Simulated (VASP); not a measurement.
# LiGeH3 (Pm-3m) in VASP: notebook, part 2 of 3

VASP 6.6.1. The steps go on from the part before.

## 3. Relaxation of cell and atoms, PBE

This run uses another cell than the first one, of 8.82 Å³/atom.

Input file INCAR:

```
PREC = Accurate
ENCUT = 600
EDIFF = 1E-6
ISMEAR = 0
SIGMA = 0.1
LREAL = F
LASPH = T
NELM = 100
ALGO = Normal
ISIF = 3
LWAVE = F
LCHARG = F
GGA = PE
IBRION = 2
NSW = 90
EDIFFG = -0.04
```

Input file KPOINTS:

```
Automatic mesh
0
Gamma
  6 6 6
```

Input file POSCAR:

```
LiGeH3
1.0
    3.5332227191      0.0000000000      0.0000000000
    0.0000000000      3.5332227191      0.0000000000
    0.0000000000      0.0000000000      3.5332227191
Li Ge H
1 1 3
Direct
    0.5000000000      0.5000000000      0.5000000000
    0.0000000000      0.0000000000      0.0000000000
    0.0000000000      0.5000000000      0.5000000000
    0.5000000000      0.5000000000      0.0000000000
    0.5000000000      0.0000000000      0.5000000000
```

Potentials or basis: VASP PAW PBE potentials, release 64 (Li_sv, Ge_d, H).

Command:

```console
cat potpaw_PBE.64/Li_sv/POTCAR potpaw_PBE.64/Ge_d/POTCAR potpaw_PBE.64/H/POTCAR > POTCAR
mpirun -np 1 vasp_std > vasp.out
```

OUTCAR:

```text
PREC = Accurate
   ENCUT = 600
   EDIFF = 1E-6
   ISMEAR = 0
   LREAL = F
   LASPH = T
   NELM = 100
   ISIF = 3
   GGA = PE
   IBRION = 2
   NSW = 90
   EDIFFG = -0.04

 ion  position               nearest neighbor table
   1  0.500  0.500  0.500-
   2  0.000  0.000  0.000-
   3  0.000  0.500  0.500-
   4  0.500  0.500  0.000-
   5  0.500  0.000  0.500-

  LATTYP: Found a simple cubic cell.
 ALAT       =     3.5332227191

  Lattice vectors:

 A1 = (   3.5332227191,   0.0000000000,   0.0000000000)
 A2 = (   0.0000000000,   3.5332227191,   0.0000000000)
 A3 = (   0.0000000000,   0.0000000000,   3.5332227191)

Analysis of symmetry for initial positions (statically):
=====================================================================
 Subroutine PRICEL returns:
 Original cell was already a primitive cell.

 Routine SETGRP: Setting up the symmetry group for a
 simple cubic supercell.

 Subroutine GETGRP returns: Found 48 space group operations
 (whereof 48 operations were pure point group operations)
 out of a pool of 48 trial point group operations.

The static configuration has the point symmetry O_h .

Analysis of symmetry for dynamics (positions and initial velocities):
=====================================================================
 Subroutine PRICEL returns:
 Original cell was already a primitive cell.

 Routine SETGRP: Setting up the symmetry group for a
 simple cubic supercell.

 Subroutine GETGRP returns: Found 48 space group operations
 (whereof 48 operations were pure point group operations)
 out of a pool of 48 trial point group operations.

The dynamic configuration has the point symmetry O_h .

 Subroutine INISYM returns: Found 48 space group operations
 (whereof 48 operations are pure point group operations),
 and found     1 'primitive' translations

----------------------------------------------------------------------------------------

                                     Primitive cell

  volume of cell :      44.1076

  direct lattice vectors                    reciprocal lattice vectors
     3.533222719  0.000000000  0.000000000     0.283027728  0.000000000  0.000000000
     0.000000000  3.533222719  0.000000000     0.000000000  0.283027728  0.000000000
     0.000000000  0.000000000  3.533222719     0.000000000  0.000000000  0.283027728

  length of vectors
     3.533222719  3.533222719  3.533222719     0.283027728  0.283027728  0.283027728

  position of ions in fractional coordinates (direct lattice)
     0.500000000  0.500000000  0.500000000
     0.000000000  0.000000000  0.000000000
     0.000000000  0.500000000  0.500000000
     0.500000000  0.500000000  0.000000000
     0.500000000  0.000000000  0.500000000

  ion indices of the primitive-cell ions
   primitive index   ion index
                 1           1
                 2           2
                 3           3
                 4           4
                 5           5

----------------------------------------------------------------------------------------

 KPOINTS: Automatic mesh

Automatic generation of k-mesh.
 Grid dimensions read from file:
 generate k-points for:    6    6    6

 Generating k-lattice:

  Cartesian coordinates                     Fractional coordinates (reciprocal lattice)
[... 41 lines left out ...]
   dimension x,y,z NGXF=    56 NGYF=   56 NGZF=   56
   ions per type =               1   1   3
   NGX,Y,Z   is equivalent  to a cutoff of  13.17, 13.17, 13.17 a.u.
   NGXF,Y,Z  is equivalent  to a cutoff of  26.35, 26.35, 26.35 a.u.
 SYSTEM =  unknown system
   PREC   = accura    normal or accurate (medium, high low for compatibility)
   ISTART =      0    job   : 0-new  1-cont  2-samecut
   ICHARG =      2    charge: 1-file 2-atom 10-const
   ISPIN  =      1    spin polarized calculation?
   LNONCOLLINEAR =      F non collinear calculations
   LSORBIT =      F    spin-orbit coupling
   LASPH  =      T    aspherical Exc in radial PAW
   ENCUT  =  600.0 eV  44.10 Ry    6.64 a.u.   7.06  7.06  7.06*2*pi/ulx,y,z
   NELM   =    100;   NELMIN=  2; NELMDL= -5     # of ELM steps
   EDIFF  = 0.1E-05   stopping-criterion for ELM
   LREAL  =      F    real-space projection
   EDIFFG = -.4E-01   stopping-criterion for IOM
   NSW    =     90    number of steps for IOM
   IBRION =      2    ionic relax: 0-MD 1-quasi-New 2-CG
   NFREE  =      1    steps in history (QN), initial steepest desc. (CG)
   ISIF   =      3    stress and relaxation
   ISYM   =      2    0-nonsym 1-usesym 2-fastsym
   POTIM  = 0.5000    time-step for ionic-motion
   TEBEG  =    0.0;   TEEND  =   0.0 temperature during run
   PSTRESS=    0.0 pullay stress
   NELECT =      20.0000    total number of electrons
   NUPDOWN=      -1.0000    fix difference up-down
   EMIN   =  10.00;   EMAX   =-10.00  energy-range for DOS
   EFERMI =   0.00;   METHOD = LEGACY
   ISMEAR =     0;   SIGMA  =   0.10  broadening in eV -4-tet -1-fermi 0-gaus
   EFERMI_NEDOS =   21; number of points for ismear=-14 and -15
   IALGO  =     38    algorithm
   IMIX   =      4    mixing-type and parameters
     AMIX     =   0.40;   BMIX     =  1.00
     AMIX_MAG =   1.60;   BMIX_MAG =  1.00
  volume/ion in A,a.u.               =       8.82        59.53
  Fermi-wavevector in a.u.,A,eV,Ry     =   1.257710  2.376727 21.522161  1.581834
  Thomas-Fermi vector in A             =   2.391355
   LORBIT       =      0    0 simple, 1 ext, 2 COOP (PROOUT), +10 PAW based schemes
   GGA     = PE    functional components
   LHFCALC =     F    Hartree Fock is set to
   AEXX    =    0.0000 exact exchange contribution
   IVDW    =     0    specifies the selected vdW correction
   LEPSILON=     F    determine dielectric tensor
   LRPA    =     F    only Hartree local field effects (RPA)
 conjugate gradient relaxation of ions
 non-spin polarized calculation
 Gauss-broadening in eV      SIGMA  =   0.10
  energy-cutoff  :      600.00
  volume of cell :       44.11
 maximum number of plane-waves:      1492
   NGX = 15   NGY = 15   NGZ = 15

--------------------------------------- Ionic step        1  -------------------------------------------

 number of electron      20.0000003 magnetization

 Free energy of the ion-electron system (eV)
  ---------------------------------------------------
  ext. energy  EPLUGINS =         0.00000000
  ---------------------------------------------------
  free energy    TOTEN  =       -14.55894688 eV

  energy without entropy =      -14.55106724  energy(sigma->0) =      -14.55500706

------------------------ aborting loop because EDIFF is reached ----------------------------------------

  FORCE on cell =-STRESS in cart. coord.  units (eV):
  Direction    XX          YY          ZZ          XY          YZ          ZX
  --------------------------------------------------------------------------------------
  -------------------------------------------------------------------------------------
  Total       -0.4593245     -0.4593245     -0.4593245      0.0000000      0.0000000     -0.0000000
  in kB      -16.6846532    -16.6846532    -16.6846532      0.0000000      0.0000000     -0.0000000
  external PRESSURE =     -16.6846532 kB  Pullay stress =       0.0000000 kB
[... 26 lines left out ...]
--------------------------------------- Ionic step        2  -------------------------------------------

 number of electron      20.0000002 magnetization

 E-fermi :   2.9788     XC(G=0):  -9.9727

 val. band max:        2.9675942175   @ k =   0.3333   0.0000   0.0000
 cond. band min:       2.9957014868   @ k =   0.1667   0.0000   0.0000
 fundamental gap:      0.0281072693
 Fermi energy:         2.9788348496

 k-point     1 :       0.0000    0.0000    0.0000
  band No.  band energies     occupation
      1     -41.4523      2.00000
      2     -22.0051      2.00000
      3     -22.0051      2.00000
      4     -21.9847      2.00000
      5     -21.9847      2.00000
      6     -21.9847      2.00000
      7      -7.7935      2.00000
      8       2.6729      1.99998
      9       2.6729      1.99998
     10       3.1708      0.00664
     11       4.4032      0.00000
     12       4.4032      0.00000
     13       4.4032      0.00000
     14      14.0808      0.00000
[... 398 lines left out ...]
--------------------------------------- Ionic step        4  -------------------------------------------

 number of electron      19.9999998 magnetization

 Free energy of the ion-electron system (eV)
  ---------------------------------------------------
  ext. energy  EPLUGINS =         0.00000000
  ---------------------------------------------------
  free energy    TOTEN  =       -14.56889893 eV

  energy without entropy =      -14.56344946  energy(sigma->0) =      -14.56617419

 E-fermi :   3.2310     XC(G=0): -10.0803

 val. band max:        3.2296558088   @ k =   0.5000   0.0000   0.0000
 cond. band min:       3.2474865068   @ k =   0.3333   0.0000   0.0000
 fundamental gap:      0.0178306980
 Fermi energy:         3.2309922762

 k-point     1 :       0.0000    0.0000    0.0000
  band No.  band energies     occupation
      1     -41.2801      2.00000
      2     -21.7785      2.00000
      3     -21.7785      2.00000
      4     -21.7561      2.00000
      5     -21.7561      2.00000
      6     -21.7561      2.00000
      7      -7.7557      2.00000
      8       2.8412      2.00000
      9       2.8412      2.00000
     10       3.5214      0.00004
     11       4.6109      0.00000
     12       4.6109      0.00000
     13       4.6109      0.00000
     14      14.4663      0.00000
[... 353 lines left out ...]
  FREE ENERGIE OF THE ION-ELECTRON SYSTEM (eV)
  ---------------------------------------------------
  free  energy   TOTEN  =       -14.5688989303 eV

  energy  without entropy=      -14.5634494573  energy(sigma->0) =      -14.56617419

 reached required accuracy - stopping structural energy minimisation
```

CONTCAR:

```text
LiGeH3
   1.00000000000000
     3.4874531313275581   -0.0000000000000000   -0.0000000000000000
     0.0000000000000000    3.4874531313275581   -0.0000000000000000
     0.0000000000000000    0.0000000000000000    3.4874531313275581
  Li              Ge              H
     1     1     3
Direct
     0.5000000000000000    0.5000000000000000    0.5000000000000000
     0.0000000000000000    0.0000000000000000    0.0000000000000000
     0.0000000000000000    0.5000000000000000    0.5000000000000000
     0.5000000000000000    0.5000000000000000    0.0000000000000000
     0.5000000000000000    0.0000000000000000    0.5000000000000000

  0.00000000E+00  0.00000000E+00  0.00000000E+00
  0.00000000E+00  0.00000000E+00  0.00000000E+00
  0.00000000E+00  0.00000000E+00  0.00000000E+00
  0.00000000E+00  0.00000000E+00  0.00000000E+00
  0.00000000E+00  0.00000000E+00  0.00000000E+00
```

Run time: 63 s. Hardware: 1 thread of Intel Xeon 8259CL, shared host; peak memory 0.17 GiB.

Results:

```
Free energy                           : -14.5689 eV
Relaxed volume                        : 8.48 Å³/atom
Relaxed cell                          : a = 3.487 Å, b = 3.487 Å, c = 3.487 Å, α = 90.00°, β = 90.00°, γ = 90.00°
Space group after relaxing (to 0.1 Å) : Pm-3m (No. 221)
Energy gained by relaxing             : 2.0 meV/atom
Ionic steps                           : 4
Pressure after relaxing               : 0.0 GPa
Band gap on the k mesh                : zero (bands 10 and 11 overlap by 1.52 eV)
```

Step by step:
```csv
step,energy change (eV),largest force (eV/Å),pressure (GPa),volume (Å³)
1,0.0000,0.0000,-1.67,44.11
2,-0.0053,0.0000,-1.03,43.52
3,-0.0077,0.0000,-0.76,43.15
4,-0.0100,0.0000,0.04,42.42
```

Final structure:
```yaml
crystal:
  lattice:
    - [3.48745, 0.00000, 0.00000]
    - [0.00000, 3.48745, 0.00000]
    - [0.00000, 0.00000, 3.48745]
  atoms:
    - { symbol: Li, position: [0.50000, 0.50000, 0.50000] }
    - { symbol: Ge, position: [0.00000, 0.00000, 0.00000] }
    - { symbol: H, position: [0.00000, 0.50000, 0.50000] }
    - { symbol: H, position: [0.50000, 0.50000, 0.00000] }
    - { symbol: H, position: [0.50000, 0.00000, 0.50000] }
```

Levels at points of the mesh, in eV from the Fermi level:
```tsv
k point	band 7	band 8	band 9	band 10	band 11	band 12	band 13	band 14
(0.00, 0.00, 0.00)	-10.99	-0.39	-0.39	0.29	1.38	1.38	1.38	11.24
(0.50, 0.00, 0.00)	-9.23	-6.60	0.00	0.35	3.03	3.03	6.45	6.61
(0.50, 0.50, 0.00)	-7.19	-5.19	-5.19	-2.88	4.21	4.33	4.33	9.00
(0.50, 0.50, 0.50)	-5.85	-3.05	-3.05	-3.05	-1.17	-1.17	-1.17	6.64
```

Caveat: the cutoff is under 1.25 times the usual one of these potentials, so pressure, stress and relaxed cells hold a basis-set (Pulay) error.

(Part 2 of 3 ends here.)
